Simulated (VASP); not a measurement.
The system is LiTbH4.

```
CELL_PARAMETERS angstrom
0.00000 3.13920 3.13920
3.13920 0.00000 3.13920
3.13920 3.13920 0.00000
ATOMIC_POSITIONS crystal
Li 0.75000 0.75000 0.75000
Tb 0.00000 0.00000 0.00000
H 0.87140 0.37620 0.37620
H 0.37620 0.37620 0.37620
H 0.37620 0.87140 0.37620
H 0.37620 0.37620 0.87140
```

The cell was built from a structure type or drawn by symmetry, and may not be a known phase.

| Quantity | Value |
| --- | --- |
| Program | VASP 6.6.1 |
| Task | relaxation of cell and atoms |
| Functional | PBE |
| Potentials or basis | VASP PAW PBE potentials, release 64 (Li_sv, Tb_3, H), 4f in core |
| Cutoff | 750 eV |
| k mesh | 6 × 6 × 6 |
| Occupations | gaussian, width 0.1 eV |
| Spin | no spin polarisation |

At the start: pressure -7.8 GPa; volume 10.31 Å³/atom.

How do energy, volume and symmetry change on relaxing?

Over 6 steps the energy falls by 44.2 meV/atom and the volume is 8.76 Å³/atom (-15.0 %); space group F-43m (No. 216, to 0.1 Å) before and after.

Step by step:
| step | energy change (eV) | largest force (eV/Å) | pressure (GPa) | volume (Å³) |
| --- | --- | --- | --- | --- |
| 1 | 0.0000 | 0.1262 | -7.82 | 61.87 |
| 2 | -0.1804 | 0.0941 | -4.94 | 57.47 |
| 3 | -0.2626 | 0.0544 | -0.88 | 53.22 |
| 4 | -0.2649 | 0.0451 | 0.14 | 52.37 |
| 5 | -0.2649 | 0.0471 | -0.08 | 52.55 |
| 6 | -0.2653 | 0.0385 | -0.09 | 52.56 |

Final structure:
```xyz
6
Lattice="0.0000 2.9731 2.9731 2.9731 0.0000 2.9731 2.9731 2.9731 0.0000" Properties=species:S:1:pos:R:3 pbc="T T T"
Li    4.4597    4.4597    4.4597
Tb    0.0000    0.0000    0.0000
H     2.2280    3.7182    3.7182
H     2.2280    2.2280    2.2280
H     3.7182    2.2280    3.7182
H     3.7182    3.7182    2.2280
```

Caveat: the volume moved by over 15 % at a fixed basis, so the end points are rough.
